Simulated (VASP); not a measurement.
# Sb (Pm-3m) in VASP: a series of runs, part 2 of 2

VASP 6.6.1. Earlier steps stand in the parts before.

### Step 3. Relaxation of cell and atoms, PBE

This run uses another cell than the first one, of 33.08 Å³/atom, 1.083 times its volume.

Input file INCAR:

```
SYSTEM = Sb
  PREC = Accurate
  ENCUT = 500
  EDIFF = 1E-7
  ISMEAR = 0
  SIGMA = 0.1
  LREAL = .False.
  LASPH = .True.
  NELM = 120
  ALGO = Normal
  ISIF = 3
  LWAVE = .False.
  LCHARG = .False.
  GGA = PE
  IBRION = 2
  NSW = 80
  EDIFFG = -0.02
  GGA_COMPAT = .False.
  NELMIN = 4
```

Input file KPOINTS:

```
Automatic mesh
0
Gamma
  6 6 6
  0 0 0
```

Input file POSCAR:

```
Sb
1.0
    3.2100000000      0.0000000000      0.0000000000
    0.0000000000      3.2100000000      0.0000000000
    0.0000000000      0.0000000000      3.2100000000
Sb
1
Direct
    0.0000000000      0.0000000000      0.0000000000
```

Potentials or basis: VASP PAW PBE potentials, release 64 (Sb).

On the command line:

```sh
$ cat potpaw_PBE.64/Sb/POTCAR > POTCAR
$ mpirun -np 1 vasp_std > vasp.out
```

OUTCAR:

```text
SYSTEM = Sb
   PREC = Accurate
   ENCUT = 500
   EDIFF = 1E-7
   ISMEAR = 0
   LREAL = .False.
   LASPH = .True.
   NELM = 120
   ISIF = 3
   GGA = PE
   IBRION = 2
   NSW = 80
   EDIFFG = -0.02
   NELMIN = 4

 ion  position               nearest neighbor table
   1  0.000  0.000  0.000-

  LATTYP: Found a simple cubic cell.
 ALAT       =     3.2100000000

  Lattice vectors:

 A1 = (   3.2100000000,   0.0000000000,   0.0000000000)
 A2 = (   0.0000000000,   3.2100000000,   0.0000000000)
 A3 = (   0.0000000000,   0.0000000000,   3.2100000000)

Analysis of symmetry for initial positions (statically):
=====================================================================
[... 173 lines left out ...]
  --------------------------------------------------------------------------------------
  -------------------------------------------------------------------------------------
  Total       -0.7031616     -0.7031616     -0.7031616     -0.0000000     -0.0000000      0.0000000
  in kB      -34.0604695    -34.0604695    -34.0604695     -0.0000000     -0.0000000      0.0000000
  external PRESSURE =     -34.0604695 kB  Pullay stress =       0.0000000 kB
[... 57 lines left out ...]
--------------------------------------- Ionic step        3  -------------------------------------------

 number of electron       5.0000000 magnetization

 Free energy of the ion-electron system (eV)
  ---------------------------------------------------
  ext. energy  EPLUGINS =         0.00000000
  ---------------------------------------------------
  free energy    TOTEN  =        -4.11993246 eV

  energy without entropy =       -4.11413608  energy(sigma->0) =       -4.11703427

 E-fermi :   7.1022     XC(G=0):  -9.5210

 val. band max:        7.0732422042   @ k =   0.5000   0.3333   0.3333
 cond. band min:       7.1309624549   @ k =   0.1667   0.1667   0.0000
 fundamental gap:      0.0577202507
 Fermi energy:         7.1022126043

 k-point     1 :       0.0000    0.0000    0.0000
  band No.  band energies     occupation
      1      -5.3468      2.00000
      2      10.0790      0.00000
      3      10.0790      0.00000
      4      10.0790      0.00000
      5      13.7651      0.00000
      6      13.7651      0.00000
[... 197 lines left out ...]
  FREE ENERGIE OF THE ION-ELECTRON SYSTEM (eV)
  ---------------------------------------------------
  free  energy   TOTEN  =        -4.1199324613 eV

  energy  without entropy=       -4.1141360783  energy(sigma->0) =       -4.11703427

 reached required accuracy - stopping structural energy minimisation
```

OSZICAR:

```text
N       E                     dE             d eps       ncg     rms          rms(c)
DAV:   1     0.917896752636E+01    0.91790E+01   -0.14741E+03   240   0.509E+02
DAV:   2    -0.385016907247E+01   -0.13029E+02   -0.12593E+02   324   0.758E+01
DAV:   3    -0.408459939962E+01   -0.23443E+00   -0.23433E+00   264   0.110E+01
[... 26 lines left out ...]
DAV:   4    -0.411993513274E+01   -0.19779E-06   -0.25548E-05   258   0.482E-02    0.447E-02
DAV:   5    -0.411993357604E+01    0.15567E-05   -0.42946E-06   252   0.170E-02    0.243E-02
DAV:   6    -0.411993281973E+01    0.75630E-06   -0.15951E-07   258   0.368E-03    0.673E-03
DAV:   7    -0.411993244875E+01    0.37099E-06   -0.23433E-08   144   0.116E-03    0.171E-03
DAV:   8    -0.411993246135E+01   -0.12602E-07   -0.38795E-09   120   0.537E-04
   3 F= -.41199325E+01 E0= -.41170343E+01  d E =-.278896E-01
```

Wall time 5.8 s (1 thread of AMD EPYC 9R45 (Zen 5), shared host); peak memory 0.11 GiB.

What came out:

```
Free energy                            : -4.1199 eV
Relaxed volume                         : 30.50 Å³/atom
Relaxed cell                           : a = 3.125 Å, b = 3.125 Å, c = 3.125 Å, α = 90.00°, β = 90.00°, γ = 90.00°
Space group after relaxing (to 0.05 Å) : Pm-3m (No. 221)
Energy gained by relaxing              : 27.9 meV/atom
Ionic steps                            : 3
Pressure after relaxing                : 0.0 GPa
```

Step by step:
| step | energy change (eV) | largest force (eV/Å) | pressure (GPa) | volume (Å³) |
| --- | --- | --- | --- | --- |
| 1 | 0.0000 | 0.0000 | -3.41 | 33.08 |
| 2 | -0.0257 | 0.0000 | 1.00 | 29.82 |
| 3 | -0.0279 | 0.0000 | 0.03 | 30.50 |

Final structure:
```xyz
1
Lattice="3.1246 0.0000 0.0000 0.0000 3.1246 0.0000 0.0000 0.0000 3.1246" Properties=species:S:1:pos:R:3 pbc="T T T"
Sb    0.0000    0.0000    0.0000
```

Caveat: spin-orbit coupling is left out, which moves the levels of the heavy elements.
